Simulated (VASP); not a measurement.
# Ni (Im-3m) in VASP: further runs, part 2 of 2

VASP 6.6.1.

## Step 5: Single point, LDA, collinear spin, antiferromagnetic start

File INCAR:

```
  PREC = Accurate
  ENCUT = 520
  EDIFF = 1E-6
  ISMEAR = -1
  SIGMA = 0.05
  LREAL = False
  LASPH = True
  NELM = 150
  ALGO = Normal
  ISIF = 2
  LWAVE = False
  LCHARG = False
  ISPIN = 2
  MAGMOM = 1.5 -1.5
  LORBIT = 11
  LMAXMIX = 4
  GGA = CA
  NBANDS = 21
```

File KPOINTS:

```
regular mesh
0
Gamma
  11 11 11
```

File POSCAR:

```
Ni
1.0
    2.7674309400      0.0000000000      0.0000000000
    0.0000000000      2.7674309400      0.0000000000
    0.0000000000      0.0000000000      2.7674309400
Ni
2
Direct
    0.0000000000      0.0000000000      0.0000000000
    0.5000000000      0.5000000000      0.5000000000
```

Potentials or basis: VASP PAW LDA potentials, release 64 (Ni).

Started as:

```bash
> cat potpaw_LDA.64/Ni/POTCAR > POTCAR
> mpirun -np 1 vasp_std > vasp.out
```

OUTCAR:

```text
PREC = Accurate
   ENCUT = 520
   EDIFF = 1E-6
   ISMEAR = -1
   LREAL = False
   LASPH = True
   NELM = 150
   ISIF = 2
   ISPIN = 2
   LORBIT = 11
   GGA = CA

 ion  position               nearest neighbor table
   1  0.000  0.000  0.000-   2 2.40   2 2.40   2 2.40   2 2.40   2 2.40   2 2.40   2 2.40   2 2.40

   2  0.500  0.500  0.500-   1 2.40   1 2.40   1 2.40   1 2.40   1 2.40   1 2.40   1 2.40   1 2.40

  LATTYP: Found a simple cubic cell.
 ALAT       =     2.7674309400

  Lattice vectors:

 A1 = (   2.7674309400,   0.0000000000,   0.0000000000)
 A2 = (   0.0000000000,   2.7674309400,   0.0000000000)
 A3 = (   0.0000000000,   0.0000000000,   2.7674309400)

Analysis of symmetry for initial positions (statically):
=====================================================================
 Subroutine PRICEL returns following result:

  LATTYP: Found a body centered cubic cell.
 ALAT       =     2.7674309400
[... 12 lines left out ...]
 Subroutine GETGRP returns: Found 48 space group operations
 (whereof 48 operations were pure point group operations)
 out of a pool of 48 trial point group operations.

The static configuration has the point symmetry O_h .

Analysis of symmetry for dynamics (positions and initial velocities):
=====================================================================
 Subroutine PRICEL returns following result:

  LATTYP: Found a body centered cubic cell.
 ALAT       =     2.7674309400
[... 12 lines left out ...]
 Subroutine GETGRP returns: Found 48 space group operations
 (whereof 48 operations were pure point group operations)
 out of a pool of 48 trial point group operations.

The dynamic configuration has the point symmetry O_h .

Analysis of structural, dynamic, and magnetic symmetry:
=====================================================================
 Subroutine PRICEL returns following result:

  LATTYP: Found a body centered cubic cell.
 ALAT       =     2.7674309400
[... 12 lines left out ...]
 Subroutine GETGRP returns: Found 48 space group operations
 (whereof 48 operations were pure point group operations)
 out of a pool of 48 trial point group operations.

The overall configuration has the point symmetry O_h .

 Subroutine INISYM returns: Found 48 space group operations
 (whereof 48 operations are pure point group operations),
 and found     2 'primitive' translations

----------------------------------------------------------------------------------------

                                     Primitive cell

  volume of cell :      10.5974

  direct lattice vectors                    reciprocal lattice vectors
     1.383715470  1.383715470 -1.383715470     0.361345964  0.361345964  0.000000000
    -1.383715470  1.383715470  1.383715470    -0.000000000  0.361345964  0.361345964
     1.383715470 -1.383715470  1.383715470     0.361345964  0.000000000  0.361345964

  length of vectors
     2.396665497  2.396665497  2.396665497     0.511020363  0.511020363  0.511020363

  position of ions in fractional coordinates (direct lattice)
     0.000000000  0.000000000  0.000000000

  ion indices of the primitive-cell ions
   primitive index   ion index
                 1           1

----------------------------------------------------------------------------------------

 KPOINTS: regular mesh
[... 57 lines left out ...]
   NGXF,Y,Z  is equivalent  to a cutoff of  28.83, 28.83, 28.83 a.u.
 SYSTEM =  unknown system
   PREC   = accura    normal or accurate (medium, high low for compatibility)
   ISTART =      0    job   : 0-new  1-cont  2-samecut
   ICHARG =      2    charge: 1-file 2-atom 10-const
   ISPIN  =      2    spin polarized calculation?
   LNONCOLLINEAR =      F non collinear calculations
   LSORBIT =      F    spin-orbit coupling
   LASPH  =      T    aspherical Exc in radial PAW
   ENCUT  =  520.0 eV  38.22 Ry    6.18 a.u.   5.15  5.15  5.15*2*pi/ulx,y,z
   NELM   =    150;   NELMIN=  2; NELMDL= -5     # of ELM steps
   EDIFF  = 0.1E-05   stopping-criterion for ELM
   LREAL  =      F    real-space projection
   EDIFFG = 0.1E-04   stopping-criterion for IOM
   NSW    =      0    number of steps for IOM
   IBRION =     -1    ionic relax: 0-MD 1-quasi-New 2-CG
   NFREE  =      0    steps in history (QN), initial steepest desc. (CG)
   ISIF   =      2    stress and relaxation
   ISYM   =      2    0-nonsym 1-usesym 2-fastsym
   POTIM  = 0.5000    time-step for ionic-motion
   TEBEG  =    0.0;   TEEND  =   0.0 temperature during run
   PSTRESS=    0.0 pullay stress
   NELECT =      20.0000    total number of electrons
   NUPDOWN=      -1.0000    fix difference up-down
   EMIN   =  10.00;   EMAX   =-10.00  energy-range for DOS
   EFERMI =   0.00;   METHOD = LEGACY
   ISMEAR =    -1;   SIGMA  =   0.05  broadening in eV -4-tet -1-fermi 0-gaus
   EFERMI_NEDOS =   21; number of points for ismear=-14 and -15
   IALGO  =     38    algorithm
   IMIX   =      4    mixing-type and parameters
     AMIX     =   0.40;   BMIX     =  1.00
     AMIX_MAG =   1.60;   BMIX_MAG =  1.00
  volume/ion in A,a.u.               =      10.60        71.51
  Fermi-wavevector in a.u.,A,eV,Ry     =   1.605738  3.034405 35.081190  2.578395
  Thomas-Fermi vector in A             =   2.702037
   LORBIT       =     11    0 simple, 1 ext, 2 COOP (PROOUT), +10 PAW based schemes
   GGA     = CA    functional components
   LHFCALC =     F    Hartree Fock is set to
   AEXX    =    0.0000 exact exchange contribution
   IVDW    =     0    specifies the selected vdW correction
   LEPSILON=     F    determine dielectric tensor
   LRPA    =     F    only Hartree local field effects (RPA)
 spin polarized calculation
  energy-cutoff  :      520.00
  volume of cell :       21.19
 maximum number of plane-waves:       587
 NGX is ok and might be reduce to    24
   NGX = 11   NGY = 11   NGZ = 11

 number of electron      19.9999999 magnetization       0.0000000

 number of electron      19.9999999 magnetization      -0.0000000

 Free energy of the ion-electron system (eV)
  ---------------------------------------------------
  ext. energy  EPLUGINS =         0.00000000
  ---------------------------------------------------
  free energy    TOTEN  =       -12.92976266 eV

  energy without entropy =      -12.89673493  energy(sigma->0) =      -12.91324879

 E-fermi :   9.2364     XC(G=0): -13.7658

 val. band max:        9.2359875219   @ k =   0.1818   0.0000   0.0000
 cond. band min:       9.2374408169   @ k =   0.2727   0.0909   0.0909
 fundamental gap:      0.0014532950
 Fermi energy:         9.2364386623

 spin component 1

 k-point     1 :       0.0000    0.0000    0.0000
  band No.  band energies     occupation
      1       0.2633      1.00000
      2       5.1579      1.00000
      3       5.1579      1.00000
      4       7.2510      1.00000
      5       7.2510      1.00000
      6       7.2510      1.00000
[... 565 lines left out ...]
     20      35.2931      0.00000
     21      36.2162      0.00000

 [... further k-points ...]

 spin component 2

 k-point     1 :       0.0000    0.0000    0.0000
  band No.  band energies     occupation
      1       0.2633      1.00000
      2       5.1579      1.00000
      3       5.1579      1.00000
      4       7.2510      1.00000
      5       7.2510      1.00000
      6       7.2510      1.00000
[... 565 lines left out ...]
     20      35.2931      0.00000
     21      36.2162      0.00000

 [... further k-points ...]
[... 5 lines left out ...]
  --------------------------------------------------------------------------------------
  -------------------------------------------------------------------------------------
  Total       -1.5777563     -1.5777563     -1.5777563     -0.0000000     -0.0000000      0.0000000
  in kB     -119.2669568   -119.2669568   -119.2669568     -0.0000000     -0.0000000      0.0000000
  external PRESSURE =    -119.2669568 kB  Pullay stress =       0.0000000 kB

 VOLUME and BASIS-vectors are now :
 -----------------------------------------------------------------------------
  energy-cutoff  :      520.00
  volume of cell :       21.19
      direct lattice vectors                 reciprocal lattice vectors
     2.767430940  0.000000000  0.000000000     0.361345964  0.000000000  0.000000000
     0.000000000  2.767430940  0.000000000     0.000000000  0.361345964  0.000000000
     0.000000000  0.000000000  2.767430940     0.000000000  0.000000000  0.361345964

 POSITION                                       TOTAL-FORCE (eV/Angst)
 -----------------------------------------------------------------------------------
      0.00000      0.00000      0.00000         0.000000      0.000000     -0.000000
      1.38372      1.38372      1.38372        -0.000000     -0.000000      0.000000
 -----------------------------------------------------------------------------------
    total drift:                                0.000000      0.000000     -0.000000

  FREE ENERGIE OF THE ION-ELECTRON SYSTEM (eV)
  ---------------------------------------------------
  free  energy   TOTEN  =       -12.9297626560 eV

  energy  without entropy=      -12.8967349325  energy(sigma->0) =      -12.91324879

 total charge

# of ion       s       p       d       tot
------------------------------------------
    1        0.503   0.510   8.360   9.372
    2        0.503   0.510   8.360   9.372
--------------------------------------------------
tot          1.005   1.019  16.719  18.744

 magnetization (x)

# of ion       s       p       d       tot
------------------------------------------
    1        0.000   0.000   0.000   0.000
    2       -0.000  -0.000  -0.000  -0.000
--------------------------------------------------
tot          0.000   0.000   0.000   0.000
```

stdout:

```text
POSCAR found type information on POSCAR Ni
 POSCAR found :  1 types and       2 ions
 scaLAPACK will be used
 LDA part: xc-table for (Slater(with rela. corr.)+CA(PZ))
 , standard interpolation
 POSCAR, INCAR and KPOINTS ok, starting setup
 FFT: planning ... GRIDC
 FFT: planning ... GRID_SOFT
 FFT: planning ... GRID
 WAVECAR not read
 entering main loop
```

It took 16 s on 1 thread of Intel Xeon 6975P-C (Granite Rapids), shared host; peak memory 0.15 GiB.

Results:

```yaml
Free_energy: -12.9298 eV
Pressure: -11.9 GPa
Band_gap_on_the_k_mesh: zero (filled and empty bands overlap)
Net_moment: 0.00 μB per cell
Valence_electrons_inside_the_program's_atomic_spheres: Ni 9.37
```

Caveat: the starting moments collapsed, and a magnetic state may lie lower.
